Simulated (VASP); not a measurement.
# AlTlS3 (P3m1) in VASP: relaxation of cell and atoms with PBE

Aim: the relaxation of cell and atoms of AlTlS3 with PBE.

Program: VASP 6.6.1. These are calculated values, not measurements. Logs are shortened: lines on timing, memory, paths and dates and some standing lists are left out, and cuts for length are marked.

### Step 1. The cell of the first run

It takes space group P3m1 (No. 156, trigonal). Conventional cell: a = 3.714 Å, b = 3.714 Å, c = 9.978 Å, α = 90.00°, β = 90.00°, γ = 120.00°. Al (site symmetry 3m) has 6 S at 2.39 to 2.65 Å within 3.2 Å. Within 3.4 Å of Tl (site symmetry 3m) lie 6 S at 2.57 to 2.91 Å. Within 3.5 Å of S (site symmetry 3m) lie 3 Al at 2.65 Å and 3 Tl at 2.91 Å and 3 S at 3.38 Å. Within 3.2 Å of S (site symmetry 3m) lie 3 Al at 2.39 Å. Within 3.4 Å of S (site symmetry 3m) lie 3 Tl at 2.57 Å.

The cell was generated, and may not be a known phase.

### Step 2. Relaxation of cell and atoms, PBE

The input, INCAR:

```
SYSTEM = AlTlS3
PREC     = Accurate       ! precision mode
ENCUT    = 600            ! plane-wave cutoff, eV
EDIFF    = 1E-6           ! SCF threshold, eV
ISMEAR   = 0              ! smearing method
SIGMA    = 0.02           ! smearing width, eV
LREAL    = .FALSE.        ! projectors in reciprocal space
LASPH    = .TRUE.         ! aspherical terms in the spheres
NELM     = 80             ! most SCF steps
ALGO     = Normal         ! electronic algorithm
ISIF     = 3              ! what is computed and relaxed
LWAVE    = .FALSE.        ! write WAVECAR
LCHARG   = .FALSE.        ! write CHGCAR
GGA      = PE             ! functional
IBRION   = 2              ! ionic algorithm
NSW      = 100            ! ionic steps
EDIFFG   = -0.01          ! ionic threshold
```

The input, KPOINTS:

```
regular mesh
0
G
  12 12 4
  0 0 0
```

The input, POSCAR:

```
AlTlS3
1.0
    3.7142537198      0.0000000000      0.0000000000
   -1.8571268599      3.2166380774      0.0000000000
    0.0000000000      0.0000000000      9.9777258461
Al Tl S
1 1 3
Direct
    0.6666666667      0.3333333333      0.1802167619
    0.3333333333      0.6666666667      0.8259491349
    0.0000000000      0.0000000000      0.0238114681
    0.3333333333      0.6666666667      0.2856855457
    0.6666666667      0.3333333333      0.6843370895
```

Potentials or basis: VASP PAW PBE potentials, release 64 (Al, Tl_d, S).

Started as:

```console
$ cat potpaw_PBE.64/Al/POTCAR potpaw_PBE.64/Tl_d/POTCAR potpaw_PBE.64/S/POTCAR > POTCAR
$ mpirun -np 1 vasp_std > vasp.out
```

OUTCAR:

```text
SYSTEM = AlTlS3
   PREC = Accurate
   ENCUT = 600
   EDIFF = 1E-6
   ISMEAR = 0
   LREAL = .FALSE.
   LASPH = .TRUE.
   NELM = 80
   ISIF = 3
   GGA = PE
   IBRION = 2
   NSW = 100
   EDIFFG = -0.01

 ion  position               nearest neighbor table
   1  0.667  0.333  0.180-   4 2.39   4 2.39   4 2.39   3 2.65   3 2.65   3 2.65
   2  0.333  0.667  0.826-   5 2.57   5 2.57   5 2.57   3 2.91   3 2.91   3 2.91
   3  0.000  0.000  0.024-   1 2.65   1 2.65   1 2.65   2 2.91   2 2.91   2 2.91
   4  0.333  0.667  0.286-   1 2.39   1 2.39   1 2.39
   5  0.667  0.333  0.684-   2 2.57   2 2.57   2 2.57

  LATTYP: Found a hexagonal cell.
 ALAT       =     3.7142537198
 C/A-ratio  =     2.6863339445

  Lattice vectors:

 A1 = (   3.7142537198,   0.0000000000,   0.0000000000)
 A2 = (  -1.8571268599,   3.2166380774,   0.0000000000)
 A3 = (   0.0000000000,   0.0000000000,   9.9777258461)

Analysis of symmetry for initial positions (statically):
=====================================================================
 Subroutine PRICEL returns:
 Original cell was already a primitive cell.

 Routine SETGRP: Setting up the symmetry group for a
 hexagonal supercell.

 Subroutine GETGRP returns: Found  6 space group operations
 (whereof  6 operations were pure point group operations)
 out of a pool of 24 trial point group operations.

The static configuration has the point symmetry C_3v.

Analysis of symmetry for dynamics (positions and initial velocities):
=====================================================================
 Subroutine PRICEL returns:
 Original cell was already a primitive cell.

 Routine SETGRP: Setting up the symmetry group for a
 hexagonal supercell.

 Subroutine GETGRP returns: Found  6 space group operations
 (whereof  6 operations were pure point group operations)
 out of a pool of 24 trial point group operations.

The dynamic configuration has the point symmetry C_3v.

 Subroutine INISYM returns: Found  6 space group operations
 (whereof  6 operations are pure point group operations),
 and found     1 'primitive' translations

----------------------------------------------------------------------------------------

                                     Primitive cell

  volume of cell :     119.2080

  direct lattice vectors                    reciprocal lattice vectors
     3.714253720  0.000000000  0.000000000     0.269233088  0.155441796  0.000000000
    -1.857126860  3.216638077  0.000000000     0.000000000  0.310883592  0.000000000
     0.000000000  0.000000000  9.977725846     0.000000000  0.000000000  0.100223239

  length of vectors
     3.714253720  3.714253720  9.977725846     0.310883592  0.310883592  0.100223239

  position of ions in fractional coordinates (direct lattice)
     0.666666667  0.333333333  0.180216762
     0.333333333  0.666666667  0.825949135
     0.000000000  0.000000000  0.023811468
     0.333333333  0.666666667  0.285685546
     0.666666667  0.333333333  0.684337089

  ion indices of the primitive-cell ions
   primitive index   ion index
                 1           1
                 2           2
                 3           3
                 4           4
                 5           5

----------------------------------------------------------------------------------------

 KPOINTS: regular mesh

Automatic generation of k-mesh.
 Grid dimensions read from file:
 generate k-points for:   12   12    4

 Generating k-lattice:

  Cartesian coordinates                     Fractional coordinates (reciprocal lattice)
     0.022436091  0.012953483  0.000000000     0.083333333  0.000000000  0.000000000
     0.000000000  0.025906966  0.000000000     0.000000000  0.083333333  0.000000000
     0.000000000  0.000000000  0.025055810     0.000000000  0.000000000  0.250000000

  Length of vectors
     0.025906966  0.025906966  0.025055810

  Shift w.r.t. Gamma in fractional coordinates (k-lattice)
     0.000000000  0.000000000  0.000000000

 Subroutine IBZKPT returns following result:
 ===========================================

 Found     69 irreducible k-points:

 Following reciprocal coordinates:
            Coordinates               Weight
  0.000000  0.000000  0.000000      1.000000
  0.083333  0.000000  0.000000      6.000000
  0.166667  0.000000  0.000000      6.000000
  0.250000  0.000000  0.000000      6.000000
  0.333333  0.000000  0.000000      6.000000
  0.416667 -0.000000  0.000000      6.000000
[... 16 lines left out ...]
  0.166667  0.000000  0.250000      6.000000
  0.000000  0.166667  0.250000      6.000000
 [... further k-points ...]
   k-points           NKPTS =     69   k-points in BZ     NKDIM =     69   number of bands    NBANDS=     21
   number of dos      NEDOS =    301   number of ions     NIONS =      5
   total plane-waves  NPLWV =  72000
   dimension x,y,z NGX =    30 NGY =   30 NGZ =   80
   dimension x,y,z NGXF=    60 NGYF=   60 NGZF=  160
   ions per type =               1   1   3
   NGX,Y,Z   is equivalent  to a cutoff of  13.43, 13.43, 13.33 a.u.
   NGXF,Y,Z  is equivalent  to a cutoff of  26.86, 26.86, 26.66 a.u.
 SYSTEM =  AlTlS3
   PREC   = accura    normal or accurate (medium, high low for compatibility)
   ISTART =      0    job   : 0-new  1-cont  2-samecut
   ICHARG =      2    charge: 1-file 2-atom 10-const
   ISPIN  =      1    spin polarized calculation?
   LNONCOLLINEAR =      F non collinear calculations
   LSORBIT =      F    spin-orbit coupling
   LASPH  =      T    aspherical Exc in radial PAW
   ENCUT  =  600.0 eV  44.10 Ry    6.64 a.u.   7.42  7.42 19.93*2*pi/ulx,y,z
   NELM   =     80;   NELMIN=  2; NELMDL= -5     # of ELM steps
   EDIFF  = 0.1E-05   stopping-criterion for ELM
   LREAL  =      F    real-space projection
   EDIFFG = -.1E-01   stopping-criterion for IOM
   NSW    =    100    number of steps for IOM
   IBRION =      2    ionic relax: 0-MD 1-quasi-New 2-CG
   NFREE  =      1    steps in history (QN), initial steepest desc. (CG)
   ISIF   =      3    stress and relaxation
   ISYM   =      2    0-nonsym 1-usesym 2-fastsym
   POTIM  = 0.5000    time-step for ionic-motion
   TEBEG  =    0.0;   TEEND  =   0.0 temperature during run
   PSTRESS=    0.0 pullay stress
   NELECT =      34.0000    total number of electrons
   NUPDOWN=      -1.0000    fix difference up-down
   EMIN   =  10.00;   EMAX   =-10.00  energy-range for DOS
   EFERMI =   0.00;   METHOD = LEGACY
   ISMEAR =     0;   SIGMA  =   0.02  broadening in eV -4-tet -1-fermi 0-gaus
   EFERMI_NEDOS =   21; number of points for ismear=-14 and -15
   IALGO  =     38    algorithm
   IMIX   =      4    mixing-type and parameters
     AMIX     =   0.40;   BMIX     =  1.00
     AMIX_MAG =   1.60;   BMIX_MAG =  1.00
  volume/ion in A,a.u.               =      23.84       160.89
  Fermi-wavevector in a.u.,A,eV,Ry     =   1.077621  2.036408 15.799996  1.161267
  Thomas-Fermi vector in A             =   2.213538
   LORBIT       =      0    0 simple, 1 ext, 2 COOP (PROOUT), +10 PAW based schemes
   GGA     = PE    functional components
   LHFCALC =     F    Hartree Fock is set to
   AEXX    =    0.0000 exact exchange contribution
   IVDW    =     0    specifies the selected vdW correction
   LEPSILON=     F    determine dielectric tensor
   LRPA    =     F    only Hartree local field effects (RPA)
 conjugate gradient relaxation of ions
 non-spin polarized calculation
 Gauss-broadening in eV      SIGMA  =   0.02
  energy-cutoff  :      600.00
  volume of cell :      119.21
 maximum number of plane-waves:      4012
 NGX is ok and might be reduce to    30
   NGX = 15   NGY = 15   NGZ = 39

--------------------------------------- Ionic step        1  -------------------------------------------

 number of electron      34.0000000 magnetization

 Free energy of the ion-electron system (eV)
  ---------------------------------------------------
  ext. energy  EPLUGINS =         0.00000000
  ---------------------------------------------------
  free energy    TOTEN  =       -20.51037906 eV

  energy without entropy =      -20.51037906  energy(sigma->0) =      -20.51037906

------------------------ aborting loop because EDIFF is reached ----------------------------------------

  FORCE on cell =-STRESS in cart. coord.  units (eV):
  Direction    XX          YY          ZZ          XY          YZ          ZX
  --------------------------------------------------------------------------------------
  -------------------------------------------------------------------------------------
  Total       -0.0642427     -0.0642427      0.0227183      0.0000000     -0.0000000      0.0000000
  in kB       -0.8634335     -0.8634335      0.3053383      0.0000000     -0.0000000      0.0000000
  external PRESSURE =      -0.4738429 kB  Pullay stress =       0.0000000 kB
[... 63 lines left out ...]
  energy  without entropy=      -20.5104252742  energy(sigma->0) =      -20.51042527

--------------------------------------- Ionic step        3  -------------------------------------------

 number of electron      34.0000000 magnetization

 Free energy of the ion-electron system (eV)
  ---------------------------------------------------
  ext. energy  EPLUGINS =         0.00000000
  ---------------------------------------------------
  free energy    TOTEN  =       -20.51042734 eV

  energy without entropy =      -20.51042734  energy(sigma->0) =      -20.51042734

 E-fermi :   3.4495     XC(G=0):  -8.9494

 val. band max:        3.3208553656   @ k =   0.0000   0.0000   0.5000
 cond. band min:       3.7228729420   @ k =   0.5000   0.0000   0.0000
 fundamental gap:      0.4020175764
 Fermi energy:         3.4495122386

 k-point     1 :       0.0000    0.0000    0.0000
  band No.  band energies     occupation
      1     -10.0018      2.00000
      2      -9.3533      2.00000
      3      -8.3702      2.00000
      4      -7.5624      2.00000
      5      -7.5624      2.00000
      6      -7.4084      2.00000
[... 550 lines left out ...]
      5      -7.4690      2.00000
      6      -7.3715      2.00000
[... 13 lines left out ...]
     20       8.2317      0.00000
     21       9.0805      0.00000

 [... further k-points ...]

------------------------ aborting loop because EDIFF is reached ----------------------------------------

  FORCE on cell =-STRESS in cart. coord.  units (eV):
  Direction    XX          YY          ZZ          XY          YZ          ZX
  --------------------------------------------------------------------------------------
  -------------------------------------------------------------------------------------
  Total        0.0091534      0.0091534      0.0445667      0.0000000      0.0000000      0.0000000
  in kB        0.1231283      0.1231283      0.5994937      0.0000000      0.0000000      0.0000000
  external PRESSURE =       0.2819168 kB  Pullay stress =       0.0000000 kB
[... 20 lines left out ...]
  FREE ENERGIE OF THE ION-ELECTRON SYSTEM (eV)
  ---------------------------------------------------
  free  energy   TOTEN  =       -20.5104273431 eV

  energy  without entropy=      -20.5104273431  energy(sigma->0) =      -20.51042734

 reached required accuracy - stopping structural energy minimisation
```

It took 3.1 min on 1 thread of AMD EPYC 9R45 (Zen 5), shared host; peak memory 0.37 GiB.

What came out:

```yaml
Free_energy: -20.5104 eV
Relaxed_volume: 23.82 Å³/atom
Relaxed_cell: a = 3.712 Å, b = 3.712 Å, c = 9.980 Å, α = 90.00°, β = 90.00°, γ = 120.00°
Space_group_after_relaxing_to_0.1_Å: P3m1 (No. 156)
Energy_gained_by_relaxing: 0.0 meV/atom
Ionic_steps: 3
Pressure_after_relaxing: 0.0 GPa
Largest_force_after_relaxing: 0.005 eV/Å
Band_gap_on_the_k_mesh: 0.40 eV (least direct gap 0.90 eV)
```

Forces on the atoms (eV/Å):
```
Al   0.000  0.000 -0.001
Tl   0.000  0.000 -0.002
S    0.000  0.000 -0.001
S    0.000  0.000  0.005
S    0.000  0.000 -0.002
```

Final structure:
```yaml
crystal:
  lattice:
    - [3.71234, 0.00000, 0.00000]
    - [-1.85617, 3.21498, 0.00000]
    - [0.00000, 0.00000, 9.97954]
  atoms:
    - { symbol: Al, position: [0.66667, 0.33333, 0.18025] }
    - { symbol: Tl, position: [0.33333, 0.66667, 0.82586] }
    - { symbol: S, position: [0.00000, 0.00000, 0.02382] }
    - { symbol: S, position: [0.33333, 0.66667, 0.28567] }
    - { symbol: S, position: [0.66667, 0.33333, 0.68440] }
```

Levels at points of the mesh, in eV from the valence-band top:
| k point | band 14 | band 15 | band 16 | band 17 | band 18 | band 19 | band 20 | band 21 |
| --- | --- | --- | --- | --- | --- | --- | --- | --- |
| (0.00, 0.00, 0.00) | -0.64 | -0.42 | 0.00 | 0.00 | 1.53 | 3.59 | 4.00 | 5.57 |
| (0.50, 0.00, 0.00) | -1.83 | -1.34 | -0.59 | -0.50 | 0.40 | 3.13 | 4.44 | 5.68 |
| (0.00, 0.00, 0.50) | -0.65 | -0.65 | 0.00 | 0.00 | 2.00 | 3.45 | 3.98 | 5.55 |
| (0.50, 0.00, 0.50) | -1.97 | -1.37 | -0.47 | -0.41 | 0.54 | 3.02 | 4.21 | 5.71 |

Caveat: spin-orbit coupling is left out, which moves the levels of the heavy elements; this functional lacks dispersion, which binds layers or chains, so the pressure and a relaxed spacing across them are unreliable. A k mesh can miss the band edges.
